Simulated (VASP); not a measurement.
Ga3Se:

```xyz
4
Lattice="4.4325 0.0000 0.0000 0.0000 4.4325 0.0000 0.0000 0.0000 4.4325" Properties=species:S:1:pos:R:3 pbc="T T T"
Se    0.0000    0.0000    0.0000
Ga    2.2162    2.2162    0.0000
Ga    2.2162    0.0000    2.2162
Ga    0.0000    2.2162    2.2162
```

Base run:

- Program: VASP 6.6.1
- Functional: r2SCAN
- Potentials or basis: VASP PAW PBE potentials, release 64 (Se, Ga_d)
- Cutoff: 520 eV
- k mesh: 4 × 4 × 4
- Occupations: fermi-dirac, width 0.05 eV
- Spin: no spin polarisation

Its results: pressure -1.2 GPa.

Question: The run is repeated on the same cell with these changes: functional from r2SCAN to RPBE. What comes out?

Answer: Pressure 1.6 GPa.

Caveats: the PAW data sets were made with another functional, which shifts forces and pressure a little.
